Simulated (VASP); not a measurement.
# SrHg3O4 (Pm-3m) in VASP: further runs, part 2 of 2

VASP 6.6.1. Earlier steps stand in the parts before.

### Step 3. Single point, PBE (17.10 Å³/atom)

This run uses another cell than the first one, of 17.10 Å³/atom.

Contents of INCAR:

```
PREC     = Accurate       # precision mode
ENCUT    = 520            # plane-wave cutoff, eV
EDIFF    = 1E-6           # SCF threshold, eV
ISMEAR   = 0              # smearing method
SIGMA    = 0.1            # smearing width, eV
LREAL    = F              # projectors in reciprocal space
LASPH    = T              # aspherical terms in the spheres
NELM     = 60             # most SCF steps
ALGO     = Normal         # electronic algorithm
ISIF     = 2              # what is computed and relaxed
LWAVE    = F              # write WAVECAR
LCHARG   = F              # write CHGCAR
GGA      = PE             # functional
NBANDS   = 45             # bands
```

Contents of KPOINTS:

```
Automatic mesh
0
Gamma
  8 8 8
```

Contents of POSCAR:

```
SrHg3O4
1.0
    5.1522576577      0.0000000000      0.0000000000
    0.0000000000      5.1522576577      0.0000000000
    0.0000000000      0.0000000000      5.1522576577
Sr Hg O
1 3 4
Direct
    0.0000000000      0.0000000000      0.0000000000
    0.0000000000      0.5000000000      0.5000000000
    0.5000000000      0.0000000000      0.5000000000
    0.5000000000      0.5000000000      0.0000000000
    0.5000000000      0.0000000000      0.0000000000
    0.5000000000      0.5000000000      0.5000000000
    0.0000000000      0.0000000000      0.5000000000
    0.0000000000      0.5000000000      0.0000000000
```

Potentials or basis: VASP PAW PBE potentials, release 64 (Sr_sv, Hg, O).

Started as:

```console
> cat potpaw_PBE.64/Sr_sv/POTCAR potpaw_PBE.64/Hg/POTCAR potpaw_PBE.64/O/POTCAR > POTCAR
> mpirun -np 1 vasp_std > vasp.out
```

OUTCAR:

```text
PREC = Accurate
   ENCUT = 520
   EDIFF = 1E-6
   ISMEAR = 0
   LREAL = F
   LASPH = T
   NELM = 60
   ISIF = 2
   GGA = PE

 ion  position               nearest neighbor table
   1  0.000  0.000  0.000-   5 2.58   7 2.58   8 2.58   7 2.58   8 2.58   5 2.58   2 3.64   3 3.64
                             2 3.64   2 3.64   4 3.64   3 3.64   2 3.64   3 3.64   4 3.64   4 3.64
   2  0.000  0.500  0.500-   6 2.58   7 2.58   8 2.58   8 2.58   7 2.58   6 2.58   1 3.64   4 3.64
                             1 3.64   1 3.64   3 3.64   3 3.64   1 3.64   3 3.64   4 3.64   4 3.64
   3  0.500  0.000  0.500-   5 2.58   6 2.58   7 2.58   5 2.58   6 2.58   7 2.58   1 3.64   4 3.64
                             1 3.64   2 3.64   4 3.64   2 3.64   4 3.64   1 3.64   2 3.64   4 3.64
   4  0.500  0.500  0.000-   5 2.58   6 2.58   8 2.58   6 2.58   5 2.58   8 2.58   2 3.64   3 3.64
                             1 3.64   1 3.64   3 3.64   2 3.64   3 3.64   1 3.64   2 3.64   3 3.64
   5  0.500  0.000  0.000-   1 2.58   3 2.58   4 2.58   3 2.58   4 2.58   1 2.58
   6  0.500  0.500  0.500-   2 2.58   3 2.58   4 2.58   4 2.58   3 2.58   2 2.58
   7  0.000  0.000  0.500-   1 2.58   2 2.58   3 2.58   1 2.58   2 2.58   3 2.58
   8  0.000  0.500  0.000-   1 2.58   2 2.58   4 2.58   2 2.58   1 2.58   4 2.58

  LATTYP: Found a simple cubic cell.
 ALAT       =     5.1522576577

  Lattice vectors:

 A1 = (   5.1522576577,   0.0000000000,   0.0000000000)
 A2 = (   0.0000000000,   5.1522576577,   0.0000000000)
 A3 = (   0.0000000000,   0.0000000000,   5.1522576577)

Analysis of symmetry for initial positions (statically):
=====================================================================
 Subroutine PRICEL returns:
 Original cell was already a primitive cell.

 Routine SETGRP: Setting up the symmetry group for a
 simple cubic supercell.

 Subroutine GETGRP returns: Found 48 space group operations
 (whereof 48 operations were pure point group operations)
 out of a pool of 48 trial point group operations.

The static configuration has the point symmetry O_h .

Analysis of symmetry for dynamics (positions and initial velocities):
=====================================================================
[... 151 lines left out ...]
   LEPSILON=     F    determine dielectric tensor
   LRPA    =     F    only Hartree local field effects (RPA)
 non-spin polarized calculation
 Gauss-broadening in eV      SIGMA  =   0.10
  energy-cutoff  :      520.00
  volume of cell :      136.77
 maximum number of plane-waves:      3747
 NGX is ok and might be reduce to    40
   NGX = 19   NGY = 19   NGZ = 19

 number of electron      70.0000011 magnetization

 Free energy of the ion-electron system (eV)
  ---------------------------------------------------
  ext. energy  EPLUGINS =         0.00000000
  ---------------------------------------------------
  free energy    TOTEN  =       -28.25364352 eV

  energy without entropy =      -28.24558854  energy(sigma->0) =      -28.24961603

 E-fermi :   1.0898     XC(G=0): -10.3887

 val. band max:        1.0824363342   @ k =   0.5000   0.5000   0.1250
 cond. band min:       1.1093001431   @ k =   0.5000   0.5000   0.2500
 fundamental gap:      0.0268638089
 Fermi energy:         1.0898411139

 k-point     1 :       0.0000    0.0000    0.0000
  band No.  band energies     occupation
      1     -31.3219      2.00000
      2     -15.3549      2.00000
      3     -14.9774      2.00000
      4     -14.9158      2.00000
      5     -14.9158      2.00000
      6     -13.4817      2.00000
[... 1141 lines left out ...]
     44       8.4786      0.00000
     45       9.7364      0.00000

 [... further k-points ...]

------------------------ aborting loop because EDIFF is reached ----------------------------------------

  FORCE on cell =-STRESS in cart. coord.  units (eV):
  Direction    XX          YY          ZZ          XY          YZ          ZX
  --------------------------------------------------------------------------------------
  -------------------------------------------------------------------------------------
  Total       -6.0193727     -6.0193727     -6.0193727      0.0000000     -0.0000000      0.0000000
  in kB      -70.5129850    -70.5129850    -70.5129850      0.0000000     -0.0000000      0.0000000
  external PRESSURE =     -70.5129850 kB  Pullay stress =       0.0000000 kB

 VOLUME and BASIS-vectors are now :
 -----------------------------------------------------------------------------
  energy-cutoff  :      520.00
  volume of cell :      136.77
      direct lattice vectors                 reciprocal lattice vectors
     5.152257658  0.000000000  0.000000000     0.194089672  0.000000000  0.000000000
     0.000000000  5.152257658  0.000000000     0.000000000  0.194089672  0.000000000
     0.000000000  0.000000000  5.152257658     0.000000000  0.000000000  0.194089672

 POSITION                                       TOTAL-FORCE (eV/Angst)
 -----------------------------------------------------------------------------------
      0.00000      0.00000      0.00000         0.000000      0.000000      0.000000
      0.00000      2.57613      2.57613         0.000000      0.000000      0.000000
      2.57613      0.00000      2.57613         0.000000      0.000000      0.000000
      2.57613      2.57613      0.00000         0.000000      0.000000      0.000000
      2.57613      0.00000      0.00000         0.000000      0.000000      0.000000
      2.57613      2.57613      2.57613         0.000000      0.000000      0.000000
      0.00000      0.00000      2.57613         0.000000      0.000000      0.000000
      0.00000      2.57613      0.00000         0.000000      0.000000      0.000000
 -----------------------------------------------------------------------------------
    total drift:                                0.000000      0.000000     -0.000000

  FREE ENERGIE OF THE ION-ELECTRON SYSTEM (eV)
  ---------------------------------------------------
  free  energy   TOTEN  =       -28.2536435224 eV

  energy  without entropy=      -28.2455885364  energy(sigma->0) =      -28.24961603
```

Wall time 1.7 min (1 thread of Intel Xeon 6975P-C (Granite Rapids), shared host); peak memory 0.35 GiB.

What came out:

- Free energy: -28.2536 eV
- Pressure: -7.1 GPa
- Band gap on the k mesh: zero (bands 35 and 36 overlap by 0.81 eV)

Caveat: the cell stands under tension; spin-orbit coupling is left out, which moves the levels of the heavy elements.

The gap in the log of VASP goes by the Fermi energy; the results here count the filled bands.